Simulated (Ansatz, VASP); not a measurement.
**Two plane-wave programs on Yb**

```xyz
1
Lattice="0.0000 2.4570 2.4570 2.4570 0.0000 2.4570 2.4570 2.4570 0.0000" Properties=species:S:1:pos:R:3 pbc="T T T"
Yb    0.0000    0.0000    0.0000
```

Alike in both runs: task single point; functional LDA; k mesh 11 × 11 × 11; occupations fermi-dirac, width 0.01 eV; no spin polarisation.

|  | VASP | Ansatz |
| --- | --- | --- |
| version | VASP 6.6.1 | Ansatz 0.2.0 |
| potentials or method | VASP PAW PBE potentials, release 64 (Yb), cutoff 520 eV | plane waves (420 eV) with PAW, scalar-relativistic |
| valence electrons in the cell | 24 | 24 |

|  | VASP | Ansatz | Ansatz less VASP |
| --- | --- | --- | --- |
| pressure (GPa) | 0.0 | 0.2 | +0.20 |

VASP's potentials were made for PBE, not for LDA, and Ansatz warns of the same on its side. LDA's correlation is that of Perdew and Zunger in VASP and of Perdew and Wang (1992) in Ansatz.

Spin-orbit coupling is off throughout.
